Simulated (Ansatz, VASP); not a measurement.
## Sr: VASP beside Ansatz

File POSCAR:

```
Sr
1.0
   -2.4350000000      2.4350000000      2.4350000000
    2.4350000000     -2.4350000000      2.4350000000
    2.4350000000      2.4350000000     -2.4350000000
Sr
1
Direct
    0.0000000000      0.0000000000      0.0000000000
```

Contents of INCAR.step1:

```
SYSTEM = Sr
  PREC = Accurate
  ENCUT = 400
  EDIFF = 1E-5
  ISMEAR = -1
  SIGMA = 0.1
  LREAL = .FALSE.
  LASPH = .TRUE.
  NELM = 120
  ALGO = Normal
  ISIF = 2
  LWAVE = .TRUE.
  LCHARG = .FALSE.
  NBANDS = 11
  GGA = PE
  GGA_COMPAT = .FALSE.
```

File INCAR.step2:

```
SYSTEM = Sr
  PREC = Accurate
  ENCUT = 400
  EDIFF = 1E-6
  ISMEAR = -1
  SIGMA = 0.1
  LREAL = .FALSE.
  LASPH = .TRUE.
  NELM = 120
  ALGO = Normal
  ISIF = 2
  LWAVE = .FALSE.
  LCHARG = .FALSE.
  GGA = PE
  LHFCALC = .TRUE.
  AEXX = 0.25
  PRECFOCK = Normal
  NBANDS = 11
  ISTART = 1
  GGA_COMPAT = .FALSE.
```

KPOINTS

```
regular mesh
0
G
  5 5 5
  0 0 0
```

Contents of input.yaml:

```yaml
crystal:
  lattice: { a: 4.87, b: 4.87, c: 4.87, alpha: 90.0, beta: 90.0, gamma: 90.0 }
  space_group: 229
  reduce_to_primitive: true
  atoms:
    - { symbol: Sr, wyckoff: "2a", position: [0.0, 0.0, 0.0] }
hamiltonian:
  xc: pbe0
  pseudopotentials: { kind: paw }
kpoints:
  mp_grid: { grid: [5, 5, 5] }
scf:
  occupations: { method: fermi_dirac, width: 0.1 }
  n_extra_bands: 6
output:
  forces: true
  stress: true
  eigenvalues: true
  dos: { projected: false, de: 0.05 }
```

Alike in both runs: functional PBE0; k mesh 5 × 5 × 5; occupations fermi-dirac, width 0.1 eV; no spin polarisation.

|  | VASP | Ansatz |
| --- | --- | --- |
| version | VASP 6.6.1 | Ansatz 0.2.0 |
| potentials or method | VASP PAW PBE potentials, release 64 (Sr_sv) | Ansatz PAW |
| plane-wave cutoff (eV) | 400 | 420 |
| valence electrons in the cell | 10 | 10 |
| task | single point | density of states |

```tsv
	VASP	Ansatz	Ansatz less VASP
gap on the k mesh at the Fermi level (eV)	none	none	-
pressure (GPa)	-0.1	0.0	+0.10
```

A gap of «none» marks a metal or a gap that the smearing closes.

The k mesh is coarse, so the values compare programs but aren't converged.
